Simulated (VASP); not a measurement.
# SnO (Pm-3m) in VASP: notebook

SnO is run at these levels: HSE06; tasks: single point.

All numbers are computed with VASP 6.6.1; they aren't measurements. Logs are shortened: lines on timing, memory, paths and dates and some standing lists are left out, and cuts for length are marked.

## Step 1: The cell of the first run

It takes space group Pm-3m (No. 221, cubic). The conventional cell has a = 3.103 Å, b = 3.103 Å, c = 3.103 Å, α = 90.00°, β = 90.00°, γ = 90.00°. Within 3.5 Å of Sn (site symmetry m-3m) lie 8 O at 2.69 Å and 6 Sn at 3.10 Å. Within 3.5 Å of O (site symmetry m-3m) lie 8 Sn at 2.69 Å and 6 O at 3.10 Å.

## Step 2: Single point, HSE06

Contents of POSCAR:

```
SnO
1.0
    3.1034067827      0.0000000000      0.0000000000
    0.0000000000      3.1034067827      0.0000000000
    0.0000000000      0.0000000000      3.1034067827
Sn O
1 1
Direct
    0.0000000000      0.0000000000      0.0000000000
    0.5000000000      0.5000000000      0.5000000000
```

Contents of INCAR.step1:

```
SYSTEM = SnO
PREC = Accurate ; ENCUT = 520
EDIFF = 1E-5 ; ISMEAR = -1
SIGMA = 0.02 ; LREAL = .False.
LASPH = .True. ; NELM = 100
ALGO = Normal ; ISIF = 2
LWAVE = .True. ; NBANDS = 17
GGA = PE
```

Contents of INCAR.step2:

```
SYSTEM = SnO
PREC = Accurate ; ENCUT = 520
EDIFF = 1E-6 ; ISMEAR = -1
SIGMA = 0.02 ; LREAL = .False.
LASPH = .True. ; NELM = 100
ALGO = Normal ; ISIF = 2
LWAVE = .False. ; LCHARG = .True.
GGA = PE ; LHFCALC = .True.
HFSCREEN = 0.2079 ; PRECFOCK = Normal
LELF = .True. ; LVHAR = .True.
NBANDS = 17 ; ISTART = 1
```

Contents of KPOINTS:

```
Automatic mesh
0
Gamma
  6 6 6
  0 0 0
```

Potentials or basis: VASP PAW PBE potentials, release 64 (Sn_d, O).

On the command line:

```sh
> cat potpaw_PBE.64/Sn_d/POTCAR potpaw_PBE.64/O/POTCAR > POTCAR
> cp INCAR.step1 INCAR
> mpirun -np 1 vasp_std > vasp.out
> cp INCAR.step2 INCAR
> mpirun -np 1 vasp_std > vasp.out
```

OUTCAR:

```text
SYSTEM = SnO
   PREC = Accurate
   ENCUT = 520
   EDIFF = 1E-6
   ISMEAR = -1
   LREAL = .False.
   LASPH = .True.
   NELM = 100
   ISIF = 2
   GGA = PE
   LHFCALC = .True.
   HFSCREEN = 0.2079
   PRECFOCK = Normal
   ISTART = 1

 ion  position               nearest neighbor table
   1  0.000  0.000  0.000-   2 2.69   2 2.69   2 2.69   2 2.69   2 2.69   2 2.69   2 2.69   2 2.69

   2  0.500  0.500  0.500-   1 2.69   1 2.69   1 2.69   1 2.69   1 2.69   1 2.69   1 2.69   1 2.69

  LATTYP: Found a simple cubic cell.
 ALAT       =     3.1034067827

  Lattice vectors:

 A1 = (   3.1034067827,   0.0000000000,   0.0000000000)
 A2 = (   0.0000000000,   3.1034067827,   0.0000000000)
 A3 = (   0.0000000000,   0.0000000000,   3.1034067827)

Analysis of symmetry for initial positions (statically):
=====================================================================
 Subroutine PRICEL returns:
 Original cell was already a primitive cell.

 Routine SETGRP: Setting up the symmetry group for a
 simple cubic supercell.

 Subroutine GETGRP returns: Found 48 space group operations
 (whereof 48 operations were pure point group operations)
 out of a pool of 48 trial point group operations.

The static configuration has the point symmetry O_h .

Analysis of symmetry for dynamics (positions and initial velocities):
=====================================================================
 Subroutine PRICEL returns:
 Original cell was already a primitive cell.

 Routine SETGRP: Setting up the symmetry group for a
 simple cubic supercell.

 Subroutine GETGRP returns: Found 48 space group operations
 (whereof 48 operations were pure point group operations)
 out of a pool of 48 trial point group operations.

The dynamic configuration has the point symmetry O_h .

 Subroutine INISYM returns: Found 48 space group operations
 (whereof 48 operations are pure point group operations),
 and found     1 'primitive' translations

----------------------------------------------------------------------------------------

                                     Primitive cell

  volume of cell :      29.8893

  direct lattice vectors                    reciprocal lattice vectors
     3.103406783  0.000000000  0.000000000     0.322226530  0.000000000  0.000000000
     0.000000000  3.103406783  0.000000000     0.000000000  0.322226530  0.000000000
     0.000000000  0.000000000  3.103406783     0.000000000  0.000000000  0.322226530

  length of vectors
     3.103406783  3.103406783  3.103406783     0.322226530  0.322226530  0.322226530

  position of ions in fractional coordinates (direct lattice)
     0.000000000  0.000000000  0.000000000
     0.500000000  0.500000000  0.500000000

  ion indices of the primitive-cell ions
   primitive index   ion index
                 1           1
                 2           2

----------------------------------------------------------------------------------------

 KPOINTS: Automatic mesh

Automatic generation of k-mesh.
 Grid dimensions read from file:
 generate k-points for:    6    6    6

 Generating k-lattice:

  Cartesian coordinates                     Fractional coordinates (reciprocal lattice)
     0.053704422  0.000000000  0.000000000     0.166666667  0.000000000  0.000000000
     0.000000000  0.053704422  0.000000000     0.000000000  0.166666667  0.000000000
     0.000000000  0.000000000  0.053704422     0.000000000  0.000000000  0.166666667

  Length of vectors
     0.053704422  0.053704422  0.053704422

  Shift w.r.t. Gamma in fractional coordinates (k-lattice)
     0.000000000  0.000000000  0.000000000

 Subroutine IBZKPT returns following result:
 ===========================================

 Found     20 irreducible k-points:

 Following reciprocal coordinates:
            Coordinates               Weight
  0.000000  0.000000  0.000000      1.000000
  0.166667  0.000000  0.000000      6.000000
  0.333333  0.000000  0.000000      6.000000
  0.500000  0.000000  0.000000      3.000000
  0.166667  0.166667  0.000000     12.000000
  0.333333  0.166667  0.000000     24.000000
[... 12 lines left out ...]
  0.500000  0.500000  0.333333      6.000000
  0.500000  0.500000  0.500000      1.000000
   k-points           NKPTS =     20   k-points in BZ     NKDIM =    216   number of bands    NBANDS=     17
   number of dos      NEDOS =    301   number of ions     NIONS =      2
   total plane-waves  NPLWV =  13824
   dimension x,y,z NGX =    24 NGY =   24 NGZ =   24
   dimension x,y,z NGXF=    48 NGYF=   48 NGZF=   48
   ions per type =               1   1
   NGX,Y,Z   is equivalent  to a cutoff of  12.86, 12.86, 12.86 a.u.
   NGXF,Y,Z  is equivalent  to a cutoff of  25.71, 25.71, 25.71 a.u.
 SYSTEM =  SnO
   PREC   = accura    normal or accurate (medium, high low for compatibility)
   ISTART =      1    job   : 0-new  1-cont  2-samecut
   ICHARG =      0    charge: 1-file 2-atom 10-const
   ISPIN  =      1    spin polarized calculation?
   LNONCOLLINEAR =      F non collinear calculations
   LSORBIT =      F    spin-orbit coupling
   LASPH  =      T    aspherical Exc in radial PAW
   ENCUT  =  520.0 eV  38.22 Ry    6.18 a.u.   5.77  5.77  5.77*2*pi/ulx,y,z
   NELM   =    100;   NELMIN=  2; NELMDL=  0     # of ELM steps
   EDIFF  = 0.1E-05   stopping-criterion for ELM
   LREAL  =      F    real-space projection
   EDIFFG = 0.1E-04   stopping-criterion for IOM
   NSW    =      0    number of steps for IOM
   IBRION =     -1    ionic relax: 0-MD 1-quasi-New 2-CG
   NFREE  =      0    steps in history (QN), initial steepest desc. (CG)
   ISIF   =      2    stress and relaxation
   ISYM   =      3    0-nonsym 1-usesym 2-fastsym
   POTIM  = 0.5000    time-step for ionic-motion
   TEBEG  =    0.0;   TEEND  =   0.0 temperature during run
   PSTRESS=    0.0 pullay stress
   NELECT =      20.0000    total number of electrons
   NUPDOWN=      -1.0000    fix difference up-down
   EMIN   =  10.00;   EMAX   =-10.00  energy-range for DOS
   EFERMI =   0.00;   METHOD = LEGACY
   ISMEAR =    -1;   SIGMA  =   0.02  broadening in eV -4-tet -1-fermi 0-gaus
   EFERMI_NEDOS =   21; number of points for ismear=-14 and -15
   IALGO  =     38    algorithm
   IMIX   =      1    mixing-type and parameters
     AMIX     =   0.40;   BMIX     =  1.00
     AMIX_MAG =   1.60;   BMIX_MAG =  1.00
  volume/ion in A,a.u.               =      14.94       100.85
  Fermi-wavevector in a.u.,A,eV,Ry     =   1.431900  2.705899 27.896550  2.050339
  Thomas-Fermi vector in A             =   2.551586
   LORBIT       =      0    0 simple, 1 ext, 2 COOP (PROOUT), +10 PAW based schemes
   GGA     = PE    functional components
   LHFCALC =     T    Hartree Fock is set to
   PRECFOCK=normal    Normal, Fast or Accurate (Low or Medium for compatibility)
   ENCUT4O =  -1.0   cutoff for four orbital integrals eV
   NKREDX  =     1    reduce k-point grid by
   NKREDY  =     1    reduce k-point grid by
   NKREDZ  =     1    reduce k-point grid by
   AEXX    =    0.2500 exact exchange contribution
   HFSCREEN=    0.2079 screening length (either q_TF or 0.3 A-1)
   HFSCREENC=   0.2079 screening length for correlation (either q_TF or 0.3 A-1)
   ENCUTFOCK=  -1.0 apply spherical cutoff to Coloumb kernel
   IVDW    =     0    specifies the selected vdW correction
   LEPSILON=     F    determine dielectric tensor
   LRPA    =     F    only Hartree local field effects (RPA)
 non-spin polarized calculation
  energy-cutoff  :      520.00
  volume of cell :       29.89
 maximum number of plane-waves:       840
 NGX is ok and might be reduce to    24
  NGX = 18; NGY = 18; NGZ = 18

 number of electron      19.9999991 magnetization

 Free energy of the ion-electron system (eV)
  ---------------------------------------------------
  ext. energy  EPLUGINS =         0.00000000
  ---------------------------------------------------
  free energy    TOTEN  =       -12.08816879 eV

  energy without entropy =      -12.08816879  energy(sigma->0) =      -12.08816879

 E-fermi :   8.1600     XC(G=0):  -9.3688

 val. band max:        7.7855986448   @ k =   0.5000   0.1667   0.0000
 cond. band min:       8.5073250046   @ k =   0.5000   0.5000   0.5000
 fundamental gap:      0.7217263598
 Fermi energy:         8.1600147636

 k-point     1 :       0.0000    0.0000    0.0000
  band No.  band energies     occupation
      1     -15.8627      2.00000
      2     -15.8627      2.00000
      3     -15.4891      2.00000
      4     -15.4891      2.00000
      5     -15.4891      2.00000
      6     -12.2197      2.00000
[... 9 lines left out ...]
     16      28.7518      0.00000
     17      29.0669      0.00000

 k-point     2 :       0.1667    0.0000    0.0000
  band No.  band energies     occupation
      1     -15.8583      2.00000
      2     -15.7942      2.00000
      3     -15.5138      2.00000
      4     -15.5138      2.00000
      5     -15.4870      2.00000
      6     -12.0512      2.00000
[... 9 lines left out ...]
     16      26.1104      0.00000
     17      27.7253      0.00000

 k-point     3 :       0.3333    0.0000    0.0000
  band No.  band energies     occupation
      1     -15.8497      2.00000
      2     -15.6572      2.00000
      3     -15.5630      2.00000
      4     -15.5630      2.00000
      5     -15.4829      2.00000
      6     -11.6808      2.00000
[... 9 lines left out ...]
     16      23.8398      0.00000
     17      27.0389      0.00000

 k-point     4 :       0.5000    0.0000    0.0000
  band No.  band energies     occupation
      1     -15.8453      2.00000
      2     -15.5888      2.00000
      3     -15.5874      2.00000
      4     -15.5874      2.00000
      5     -15.4809      2.00000
      6     -11.4752      2.00000
[... 9 lines left out ...]
     16      26.6076      0.00000
     17      27.1089      0.00000

 k-point     5 :       0.1667    0.1667    0.0000
  band No.  band energies     occupation
      1     -15.8228      2.00000
      2     -15.7555      2.00000
      3     -15.5482      2.00000
      4     -15.5132      2.00000
      5     -15.5090      2.00000
      6     -11.8820      2.00000
[... 9 lines left out ...]
     16      24.3929      0.00000
     17      26.7500      0.00000

 k-point     6 :       0.3333    0.1667    0.0000
  band No.  band energies     occupation
      1     -15.8034      2.00000
      2     -15.6263      2.00000
      3     -15.6146      2.00000
      4     -15.5591      2.00000
      5     -15.5057      2.00000
      6     -11.5156      2.00000
[... 9 lines left out ...]
     16      25.5568      0.00000
     17      26.0581      0.00000

 k-point     7 :       0.5000    0.1667    0.0000
  band No.  band energies     occupation
      1     -15.7978      2.00000
      2     -15.6468      2.00000
      3     -15.5828      2.00000
      4     -15.5574      2.00000
      5     -15.5031      2.00000
      6     -11.3155      2.00000
[... 9 lines left out ...]
     16      24.9300      0.00000
     17      26.1591      0.00000

 k-point     8 :       0.3333    0.3333    0.0000
  band No.  band energies     occupation
      1     -15.7482      2.00000
      2     -15.7118      2.00000
      3     -15.5532      2.00000
      4     -15.5491      2.00000
      5     -15.5267      2.00000
      6     -11.1703      2.00000
[... 9 lines left out ...]
     16      24.8962      0.00000
     17      26.3188      0.00000
[... 123 lines left out ...]
      1     -15.7388      2.00000
      2     -15.6574      2.00000
      3     -15.6108      2.00000
      4     -15.5784      2.00000
      5     -15.4600      2.00000
      6     -10.9307      2.00000
[... 9 lines left out ...]
     16      23.7221      0.00000
     17      27.2442      0.00000

 k-point    16 :       0.5000    0.5000    0.1667
  band No.  band energies     occupation
      1     -15.7839      2.00000
      2     -15.6348      2.00000
      3     -15.6030      2.00000
      4     -15.6030      2.00000
      5     -15.4029      2.00000
      6     -10.7974      2.00000
[... 9 lines left out ...]
     16      22.8751      0.00000
     17      29.1841      0.00000

 k-point    17 :       0.3333    0.3333    0.3333
  band No.  band energies     occupation
      1     -15.6866      2.00000
      2     -15.6431      2.00000
      3     -15.6431      2.00000
      4     -15.5185      2.00000
      5     -15.5185      2.00000
      6     -10.9056      2.00000
[... 9 lines left out ...]
     16      21.8111      0.00000
     17      30.5493      0.00000

 k-point    18 :       0.5000    0.3333    0.3333
  band No.  band energies     occupation
      1     -15.7101      2.00000
      2     -15.6734      2.00000
      3     -15.6397      2.00000
      4     -15.5162      2.00000
      5     -15.4416      2.00000
      6     -10.8136      2.00000
[... 9 lines left out ...]
     16      22.4002      0.00000
     17      31.0669      0.00000

 k-point    19 :       0.5000    0.5000    0.3333
  band No.  band energies     occupation
      1     -15.7299      2.00000
      2     -15.6697      2.00000
      3     -15.6697      2.00000
      4     -15.4777      2.00000
      5     -15.4000      2.00000
      6     -10.7535      2.00000
[... 9 lines left out ...]
     16      22.0993      0.00000
     17      30.4828      0.00000

 k-point    20 :       0.5000    0.5000    0.5000
  band No.  band energies     occupation
      1     -15.7027      2.00000
      2     -15.7027      2.00000
      3     -15.7027      2.00000
      4     -15.3985      2.00000
      5     -15.3985      2.00000
      6     -10.7309      2.00000
[... 9 lines left out ...]
     16      21.9415      0.00000
     17      29.5317      0.00000

------------------------ aborting loop because EDIFF is reached ----------------------------------------

  FORCE on cell =-STRESS in cart. coord.  units (eV):
  Direction    XX          YY          ZZ          XY          YZ          ZX
  --------------------------------------------------------------------------------------
  -------------------------------------------------------------------------------------
  Total       -0.1251982     -0.1251982     -0.1251982      0.0000000      0.0000000     -0.0000000
  in kB       -6.7110844     -6.7110844     -6.7110844      0.0000000      0.0000000     -0.0000000
  external PRESSURE =      -6.7110844 kB  Pullay stress =       0.0000000 kB

 VOLUME and BASIS-vectors are now :
 -----------------------------------------------------------------------------
  energy-cutoff  :      520.00
  volume of cell :       29.89
      direct lattice vectors                 reciprocal lattice vectors
     3.103406783  0.000000000  0.000000000     0.322226530  0.000000000  0.000000000
     0.000000000  3.103406783  0.000000000     0.000000000  0.322226530  0.000000000
     0.000000000  0.000000000  3.103406783     0.000000000  0.000000000  0.322226530

 POSITION                                       TOTAL-FORCE (eV/Angst)
 -----------------------------------------------------------------------------------
      0.00000      0.00000      0.00000         0.000000      0.000000      0.000000
      1.55170      1.55170      1.55170         0.000000      0.000000      0.000000
 -----------------------------------------------------------------------------------
    total drift:                                0.000000      0.000000      0.000000

  FREE ENERGIE OF THE ION-ELECTRON SYSTEM (eV)
  ---------------------------------------------------
  free  energy   TOTEN  =       -12.0881687938 eV

  energy  without entropy=      -12.0881687932  energy(sigma->0) =      -12.08816879
```

It took 50 min on 1 thread of Intel Xeon Platinum 8375C at 2.90GHz (Ice Lake), shared host; peak memory 0.26 GiB.

What came out:

```yaml
Free_energy: -12.0882 eV
Pressure: -0.7 GPa
Band_gap_on_the_k_mesh: 0.72 eV (least direct gap 1.30 eV)
```

Caveat: the structure was generated, so it needn't be the stable form of SnO; the PAW data sets were made with another functional, which shifts forces and pressure a little; spin-orbit coupling is left out, which moves the levels of the heavy elements. A k mesh can miss the band edges.

## Step 3: Single point, HSE06, non-collinear spin, zero start, spin-orbit coupling

POSCAR is that of step 2.

Contents of INCAR.step1:

```
SYSTEM = SnO
PREC = Accurate
ENCUT = 520
EDIFF = 1E-5
ISMEAR = -1
SIGMA = 0.02
LREAL = .FALSE.
LASPH = .TRUE.
NELM = 150
ALGO = Normal
ISIF = 2
LWAVE = .TRUE.
LCHARG = .FALSE.
MAGMOM = 0 0 0 0 0 0
LORBIT = 11
LSORBIT = .TRUE.
GGA_COMPAT = .FALSE.
LORBMOM = .TRUE.
GGA = PE
NBANDS = 32
```

Contents of INCAR.step2:

```
SYSTEM = SnO
PREC = Accurate
ENCUT = 520
EDIFF = 1E-6
ISMEAR = -1
SIGMA = 0.02
LREAL = .FALSE.
LASPH = .TRUE.
NELM = 150
ALGO = Normal
ISIF = 2
LWAVE = .FALSE.
LCHARG = .FALSE.
MAGMOM = 0 0 0 0 0 0
LORBIT = 11
LSORBIT = .TRUE.
GGA_COMPAT = .FALSE.
LORBMOM = .TRUE.
GGA = PE
LHFCALC = .TRUE.
HFSCREEN = 0.2079
PRECFOCK = Normal
ISTART = 1
NBANDS = 32
```

Contents of KPOINTS:

```
Automatic mesh
0
G
  4 4 4
  0 0 0
```

Potentials or basis: VASP PAW PBE potentials, release 64 (Sn_d, O).

On the command line:

```sh
> cat potpaw_PBE.64/Sn_d/POTCAR potpaw_PBE.64/O/POTCAR > POTCAR
> cp INCAR.step1 INCAR
> mpirun -np 1 vasp_ncl > vasp.out
> cp INCAR.step2 INCAR
> mpirun -np 1 vasp_ncl > vasp.out
```

It took 22 min on 1 thread of Oxide Virtual Turin-like, shared host; peak memory 0.28 GiB.

It converged, with:

```
Free energy                                           : -12.1214 eV
Pressure                                              : -0.9 GPa
Net moment                                            : 0.00 μB per cell
Valence electrons inside the program's atomic spheres : Sn 12.04; O 4.90
```

Moments on the atoms (μB; x, y, z):
```
Sn  0.00 0.00 0.00
O   0.00 0.00 0.00
```

Caveat: the k points lie up to 0.51 Å⁻¹ apart; the structure was generated, so it needn't be the stable form of SnO; the PAW data sets were made with another functional, which shifts forces and pressure a little.
